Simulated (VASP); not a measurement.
# GaGeCl5 (P4/mmm) in VASP: relaxation of cell and atoms with PBEsol

Aim: the relaxation of cell and atoms of GaGeCl5 with PBEsol.

Program: VASP 6.6.1. These are calculated values, not measurements. Logs are shortened: lines on timing, memory, paths and dates and some standing lists are left out, and cuts for length are marked.

**1. The cell of the first run**

It takes space group P4/mmm (No. 123, tetragonal). Conventional cell: a = 4.663 Å, b = 4.663 Å, c = 8.255 Å, α = 90.00°, β = 90.00°, γ = 90.00°. Ga (site symmetry 4/mmm) has 12 Cl at 3.30 to 3.38 Å within 4.3 Å. Within 3.8 Å of Ge (site symmetry 4/mmm) lie 8 Cl at 2.87 Å. Within 3.8 Å of Cl (site symmetry 2mm) lie 2 Ge at 2.87 Å and 7 Cl at 3.30 to 3.38 Å and 2 Ga at 3.38 Å. Within 4.3 Å of Cl (site symmetry 4/mmm) lie 4 Ga at 3.30 Å and 8 Cl at 3.38 Å and 2 Ge at 4.13 Å.

**2. Relaxation of cell and atoms, PBEsol**

File INCAR:

```
SYSTEM = GaGeCl5
ALGO     = Normal         ! electronic algorithm
EDIFF    = 1E-6           ! SCF threshold, eV
EDIFFG   = -0.01          ! ionic threshold
ENCUT    = 600            ! plane-wave cutoff, eV
GGA      = PS             ! functional
IBRION   = 2              ! ionic algorithm
ISIF     = 3              ! what is computed and relaxed
ISMEAR   = -1             ! smearing method
LASPH    = .TRUE.         ! aspherical terms in the spheres
LCHARG   = .FALSE.        ! write CHGCAR
LREAL    = .FALSE.        ! projectors in reciprocal space
LWAVE    = .FALSE.        ! write WAVECAR
NELM     = 80             ! most SCF steps
NSW      = 100            ! ionic steps
PREC     = Accurate       ! precision mode
SIGMA    = 0.03           ! smearing width, eV
```

File KPOINTS:

```
k-points
0
G
  4 4 4
  0 0 0
```

File POSCAR:

```
GaGeCl5
1.0
    4.6628833200      0.0000000000      0.0000000000
    0.0000000000      4.6628833200      0.0000000000
    0.0000000000      0.0000000000      8.2552718000
Ga Ge Cl
1 1 5
Direct
    0.5000000000      0.5000000000      0.0000000000
    0.0000000000      0.0000000000      0.5000000000
    0.0000000000      0.5000000000      0.2963546500
    0.0000000000      0.5000000000      0.7036453500
    0.5000000000      0.0000000000      0.2963546500
    0.5000000000      0.0000000000      0.7036453500
    0.0000000000      0.0000000000      0.0000000000
```

Potentials or basis: VASP PAW PBE potentials, release 64 (Ga_d, Ge_d, Cl).

The run is started by

```bash
$ cat potpaw_PBE.64/Ga_d/POTCAR potpaw_PBE.64/Ge_d/POTCAR potpaw_PBE.64/Cl/POTCAR > POTCAR
$ mpirun -np 1 vasp_std > vasp.out
```

OUTCAR:

```text
SYSTEM = GaGeCl5
   EDIFF = 1E-6
   EDIFFG = -0.01
   ENCUT = 600
   GGA = PS
   IBRION = 2
   ISIF = 3
   ISMEAR = -1
   LASPH = .TRUE.
   LREAL = .FALSE.
   NELM = 80
   NSW = 100
   PREC = Accurate

 ion  position               nearest neighbor table
   1  0.500  0.500  0.000-
   2  0.000  0.000  0.500-
   3  0.000  0.500  0.296-
   4  0.000  0.500  0.704-
   5  0.500  0.000  0.296-
   6  0.500  0.000  0.704-
   7  0.000  0.000  0.000-

  LATTYP: Found a simple tetragonal cell.
 ALAT       =     4.6628833200
 C/A-ratio  =     1.7704221259

  Lattice vectors:

 A1 = (   4.6628833200,   0.0000000000,   0.0000000000)
 A2 = (   0.0000000000,   4.6628833200,   0.0000000000)
 A3 = (   0.0000000000,   0.0000000000,   8.2552718000)

Analysis of symmetry for initial positions (statically):
=====================================================================
 Subroutine PRICEL returns:
 Original cell was already a primitive cell.

 Routine SETGRP: Setting up the symmetry group for a
 simple tetragonal supercell.

 Subroutine GETGRP returns: Found 16 space group operations
 (whereof 16 operations were pure point group operations)
 out of a pool of 16 trial point group operations.

The static configuration has the point symmetry D_4h.

Analysis of symmetry for dynamics (positions and initial velocities):
=====================================================================
 Subroutine PRICEL returns:
 Original cell was already a primitive cell.

 Routine SETGRP: Setting up the symmetry group for a
 simple tetragonal supercell.

 Subroutine GETGRP returns: Found 16 space group operations
 (whereof 16 operations were pure point group operations)
 out of a pool of 16 trial point group operations.

The dynamic configuration has the point symmetry D_4h.

 Subroutine INISYM returns: Found 16 space group operations
 (whereof 16 operations are pure point group operations),
 and found     1 'primitive' translations

----------------------------------------------------------------------------------------

                                     Primitive cell

  volume of cell :     179.4901

  direct lattice vectors                    reciprocal lattice vectors
     4.662883320  0.000000000  0.000000000     0.214459580  0.000000000  0.000000000
     0.000000000  4.662883320  0.000000000     0.000000000  0.214459580  0.000000000
     0.000000000  0.000000000  8.255271800     0.000000000  0.000000000  0.121134715

  length of vectors
     4.662883320  4.662883320  8.255271800     0.214459580  0.214459580  0.121134715

  position of ions in fractional coordinates (direct lattice)
     0.500000000  0.500000000  0.000000000
     0.000000000  0.000000000  0.500000000
     0.000000000  0.500000000  0.296354650
     0.000000000  0.500000000  0.703645350
     0.500000000  0.000000000  0.296354650
     0.500000000  0.000000000  0.703645350
     0.000000000  0.000000000  0.000000000

  ion indices of the primitive-cell ions
   primitive index   ion index
                 1           1
                 2           2
                 3           3
                 4           4
                 5           5
                 6           6
                 7           7

----------------------------------------------------------------------------------------

 KPOINTS: k-points

Automatic generation of k-mesh.
 Grid dimensions read from file:
 generate k-points for:    4    4    4

 Generating k-lattice:

  Cartesian coordinates                     Fractional coordinates (reciprocal lattice)
     0.053614895  0.000000000  0.000000000     0.250000000  0.000000000  0.000000000
     0.000000000  0.053614895  0.000000000     0.000000000  0.250000000  0.000000000
     0.000000000  0.000000000  0.030283679     0.000000000  0.000000000  0.250000000

  Length of vectors
     0.053614895  0.053614895  0.030283679

  Shift w.r.t. Gamma in fractional coordinates (k-lattice)
     0.000000000  0.000000000  0.000000000

 Subroutine IBZKPT returns following result:
 ===========================================

 Found     18 irreducible k-points:

 Following reciprocal coordinates:
            Coordinates               Weight
  0.000000  0.000000  0.000000      1.000000
  0.250000  0.000000  0.000000      4.000000
  0.500000  0.000000  0.000000      2.000000
  0.250000  0.250000  0.000000      4.000000
  0.500000  0.250000  0.000000      4.000000
  0.500000  0.500000  0.000000      1.000000
[... 10 lines left out ...]
  0.500000  0.250000  0.500000      4.000000
  0.500000  0.500000  0.500000      1.000000
   k-points           NKPTS =     18   k-points in BZ     NKDIM =     18   number of bands    NBANDS=     37
   number of dos      NEDOS =    301   number of ions     NIONS =      7
   total plane-waves  NPLWV = 112000
   dimension x,y,z NGX =    40 NGY =   40 NGZ =   70
   dimension x,y,z NGXF=    80 NGYF=   80 NGZF=  140
   ions per type =               1   1   5
   NGX,Y,Z   is equivalent  to a cutoff of  14.26, 14.26, 14.10 a.u.
   NGXF,Y,Z  is equivalent  to a cutoff of  28.52, 28.52, 28.19 a.u.
 SYSTEM =  GaGeCl5
   PREC   = accura    normal or accurate (medium, high low for compatibility)
   ISTART =      0    job   : 0-new  1-cont  2-samecut
   ICHARG =      2    charge: 1-file 2-atom 10-const
   ISPIN  =      1    spin polarized calculation?
   LNONCOLLINEAR =      F non collinear calculations
   LSORBIT =      F    spin-orbit coupling
   LASPH  =      T    aspherical Exc in radial PAW
   ENCUT  =  600.0 eV  44.10 Ry    6.64 a.u.   9.31  9.31 16.49*2*pi/ulx,y,z
   NELM   =     80;   NELMIN=  2; NELMDL= -5     # of ELM steps
   EDIFF  = 0.1E-05   stopping-criterion for ELM
   LREAL  =      F    real-space projection
   EDIFFG = -.1E-01   stopping-criterion for IOM
   NSW    =    100    number of steps for IOM
   IBRION =      2    ionic relax: 0-MD 1-quasi-New 2-CG
   NFREE  =      1    steps in history (QN), initial steepest desc. (CG)
   ISIF   =      3    stress and relaxation
   ISYM   =      2    0-nonsym 1-usesym 2-fastsym
   POTIM  = 0.5000    time-step for ionic-motion
   TEBEG  =    0.0;   TEEND  =   0.0 temperature during run
   PSTRESS=    0.0 pullay stress
   NELECT =      62.0000    total number of electrons
   NUPDOWN=      -1.0000    fix difference up-down
   EMIN   =  10.00;   EMAX   =-10.00  energy-range for DOS
   EFERMI =   0.00;   METHOD = LEGACY
   ISMEAR =    -1;   SIGMA  =   0.03  broadening in eV -4-tet -1-fermi 0-gaus
   EFERMI_NEDOS =   21; number of points for ismear=-14 and -15
   IALGO  =     38    algorithm
   IMIX   =      4    mixing-type and parameters
     AMIX     =   0.40;   BMIX     =  1.00
     AMIX_MAG =   1.60;   BMIX_MAG =  1.00
  volume/ion in A,a.u.               =      25.64       173.04
  Fermi-wavevector in a.u.,A,eV,Ry     =   1.148661  2.170655 17.951830  1.319422
  Thomas-Fermi vector in A             =   2.285335
   LORBIT       =      0    0 simple, 1 ext, 2 COOP (PROOUT), +10 PAW based schemes
   GGA     = PS    functional components
   LHFCALC =     F    Hartree Fock is set to
   AEXX    =    0.0000 exact exchange contribution
   IVDW    =     0    specifies the selected vdW correction
   LEPSILON=     F    determine dielectric tensor
   LRPA    =     F    only Hartree local field effects (RPA)
 conjugate gradient relaxation of ions
 non-spin polarized calculation
  energy-cutoff  :      600.00
  volume of cell :      179.49
 maximum number of plane-waves:      6040
 NGX is ok and might be reduce to    40
   NGX = 19   NGY = 19   NGZ = 33

--------------------------------------- Ionic step        1  -------------------------------------------

 number of electron      61.9999980 magnetization

 Free energy of the ion-electron system (eV)
  ---------------------------------------------------
  ext. energy  EPLUGINS =         0.00000000
  ---------------------------------------------------
  free energy    TOTEN  =       -19.46026737 eV

  energy without entropy =      -19.42031512  energy(sigma->0) =      -19.44029124

------------------------ aborting loop because EDIFF is reached ----------------------------------------

  FORCE on cell =-STRESS in cart. coord.  units (eV):
  Direction    XX          YY          ZZ          XY          YZ          ZX
  --------------------------------------------------------------------------------------
  -------------------------------------------------------------------------------------
  Total       -5.6774655     -5.6774655     -5.5835938      0.0000000      0.0000000      0.0000000
  in kB      -50.6786009    -50.6786009    -49.8406763      0.0000000      0.0000000      0.0000000
  external PRESSURE =     -50.3992927 kB  Pullay stress =       0.0000000 kB
[... 104 lines left out ...]
  FREE ENERGIE OF THE ION-ELECTRON SYSTEM (eV)
  ---------------------------------------------------
  free  energy   TOTEN  =       -20.1674129454 eV

  energy  without entropy=      -20.1443399471  energy(sigma->0) =      -20.15587645

[... ionic steps 4 to 32 ...]

--------------------------------------- Ionic step       33  -------------------------------------------

 number of electron      61.9999993 magnetization

------------------------ aborting loop because EDIFF is reached ----------------------------------------

  FORCE on cell =-STRESS in cart. coord.  units (eV):
  Direction    XX          YY          ZZ          XY          YZ          ZX
  --------------------------------------------------------------------------------------
  -------------------------------------------------------------------------------------
  Total        0.0959641      0.0959641     -0.4355339      0.0000000     -0.0000000      0.0000000
  in kB        0.9631249      0.9631249     -4.3711492      0.0000000     -0.0000000      0.0000000
  external PRESSURE =      -0.8149665 kB  Pullay stress =       0.0000000 kB
[... 67 lines left out ...]
  energy  without entropy=      -20.2346058364  energy(sigma->0) =      -20.24074162

--------------------------------------- Ionic step       35  -------------------------------------------

 number of electron      61.9999997 magnetization

 Free energy of the ion-electron system (eV)
  ---------------------------------------------------
  ext. energy  EPLUGINS =         0.00000000
  ---------------------------------------------------
  free energy    TOTEN  =       -20.24699568 eV

  energy without entropy =      -20.23455018  energy(sigma->0) =      -20.24077293

 E-fermi :   2.0170     XC(G=0):  -9.4854

 val. band max:        1.9879038910   @ k =   0.5000   0.5000   0.5000
 cond. band min:       2.1752798168   @ k =   0.2500   0.0000   0.5000
 fundamental gap:      0.1873759258
 Fermi energy:         2.0169659708

 k-point     1 :       0.0000    0.0000    0.0000
  band No.  band energies     occupation
      1     -22.1779      2.00000
      2     -22.1771      2.00000
      3     -22.1771      2.00000
      4     -22.1733      2.00000
      5     -22.1658      2.00000
      6     -13.5386      2.00000
[... 743 lines left out ...]
  FREE ENERGIE OF THE ION-ELECTRON SYSTEM (eV)
  ---------------------------------------------------
  free  energy   TOTEN  =       -20.2469956828 eV

  energy  without entropy=      -20.2345501790  energy(sigma->0) =      -20.24077293

 reached required accuracy - stopping structural energy minimisation
```

It took 22 min on 1 thread of Intel Xeon 6975P-C (Granite Rapids), shared host; peak memory 0.44 GiB.

Results:

```
Free energy                           : -20.2470 eV
Relaxed volume                        : 22.68 Å³/atom
Relaxed cell                          : a = 4.169 Å, b = 4.169 Å, c = 9.133 Å, α = 90.00°, β = 90.00°, γ = 90.00°
Space group after relaxing (to 0.1 Å) : P4/mmm (No. 123)
Energy gained by relaxing             : 112.4 meV/atom
Ionic steps                           : 35
Pressure after relaxing               : 0.0 GPa
Band gap on the k mesh                : zero (bands 31 and 32 overlap by 0.68 eV)
```

Step by step:
```csv
step,energy change (eV),largest force (eV/Å),pressure (GPa),volume (Å³)
1,0.0000,0.3813,-5.04,179.49
2,-0.5519,0.3140,-3.01,159.34
3,-0.7071,0.2272,-0.23,146.41
4,-0.7085,0.2089,0.20,144.87
5,-0.7085,0.2173,0.06,145.51
6,-0.7204,0.1139,0.05,145.56
7,-0.7233,0.0244,0.09,145.59
8,-0.7233,0.0202,0.09,145.59
9,-0.7238,0.0213,0.02,145.93
10,-0.7244,0.0253,-0.19,146.90
11,-0.7247,0.0239,-0.21,146.90
12,-0.7256,0.0218,-0.17,146.91
13,-0.7270,0.0154,-0.10,146.93
14,-0.7291,0.0002,0.10,146.96
15,-0.7298,0.0485,0.61,146.93
16,-0.7301,0.0304,0.44,146.95
17,-0.7305,0.0313,0.45,147.06
18,-0.7315,0.0327,0.46,147.40
19,-0.7338,0.0453,0.48,148.07
20,-0.7393,0.0819,0.54,149.38
21,-0.7400,0.1564,0.83,151.84
22,-0.7413,0.1365,0.72,151.28
23,-0.7438,0.1359,0.67,152.33
24,-0.7521,0.1683,0.46,155.46
25,-0.7638,0.2006,0.20,161.57
26,-0.7703,0.1672,0.04,162.46
27,-0.7747,0.0654,-0.28,163.91
28,-0.7747,0.0796,-0.23,163.73
29,-0.7764,0.0748,-0.12,163.06
30,-0.7781,0.0623,0.17,161.37
31,-0.7794,0.0511,0.17,161.20
32,-0.7825,0.0195,0.08,160.68
33,-0.7849,0.0426,-0.08,159.64
34,-0.7866,0.0113,-0.02,159.00
35,-0.7867,0.0000,0.00,158.76
```

Final structure:
```
Ga Ge Cl
1.0
     4.16937    0.00000    0.00000
     0.00000    4.16937    0.00000
     0.00000    0.00000    9.13278
Ga Ge Cl
1 1 5
Direct
  0.50000 0.50000 0.00000
  0.00000 0.00000 0.50000
  0.00000 0.50000 0.32122
  0.00000 0.50000 0.67878
  0.50000 0.00000 0.32122
  0.50000 0.00000 0.67878
  0.00000 0.00000 0.00000
```

Levels at points of the mesh, in eV from the Fermi level:
```tsv
k point	band 27	band 28	band 29	band 30	band 31	band 32	band 33	band 34	band 35	band 36
(0.00, 0.00, 0.00)	-0.87	-0.85	-0.46	-0.46	-0.10	-0.10	3.14	4.03	4.03	4.49
(0.50, 0.00, 0.00)	-1.81	-1.74	-1.45	-0.61	0.38	0.68	3.46	4.23	4.42	4.76
(0.50, 0.50, 0.00)	-1.19	-1.19	-0.03	0.16	0.53	0.66	4.24	4.96	4.96	5.59
(0.00, 0.00, 0.50)	-0.90	-0.45	-0.45	-0.35	-0.11	-0.11	2.99	3.97	3.97	4.03
(0.50, 0.00, 0.50)	-1.82	-1.40	-1.39	-0.95	0.42	0.69	3.57	3.83	4.37	4.79
(0.50, 0.50, 0.50)	-1.24	-0.43	-0.03	0.16	0.53	0.66	3.84	4.88	4.88	5.31
```

Caveat: the PAW data sets were made with another functional, which shifts forces and pressure a little.

The gap in the log of VASP goes by the Fermi energy; the results here count the filled bands.